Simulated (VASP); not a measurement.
Here is a VASP 6.6.1 calculation.

Contents of INCAR:

```
SYSTEM = TaN
PREC = Accurate
ENCUT = 520
EDIFF = 1E-6
ISMEAR = 0
SIGMA = 0.15
LREAL = .FALSE.
LASPH = .TRUE.
NELM = 100
ALGO = Normal
ISIF = 2
LWAVE = .FALSE.
LCHARG = .FALSE.
GGA = PS
NBANDS = 15
```

The input KPOINTS:

```
Automatic mesh
0
G
  18 18 18
  0 0 0
```

Contents of POSCAR:

```
TaN
1.0
    0.0000000000      2.1790000000      2.1790000000
    2.1354200000      0.0000000000      2.1790000000
    2.1354200000      2.1790000000      0.0000000000
Ta N
1 1
Direct
    0.5000000000      0.5000000000      0.5000000000
    0.0000000000      0.0000000000      0.0000000000
```

Potentials or basis: VASP PAW PBE potentials, release 64 (Ta_pv, N).

Launch:

```console
$ cat potpaw_PBE.64/Ta_pv/POTCAR potpaw_PBE.64/N/POTCAR > POTCAR
$ mpirun -np 1 vasp_std > vasp.out
```

Q: Predict the band gap on the k mesh.

A: Zero (bands 8 and 9 overlap by 4.31 eV).

Q: Estimate the pressure.

A: 13.9 GPa.

Stress tensor (GPa, compression positive):
```
24.34  0.00  0.00
 0.00  8.75  0.00
 0.00  0.00  8.75
```

Caveat: the cell differs from its parent crystal (strain -0.0200 x Voigt [1, 0, 0, 0, 0, 0]); the cell stands under pressure; the PAW data sets were made with another functional, which shifts forces and pressure a little; spin-orbit coupling is left out, which moves the levels of the heavy elements.
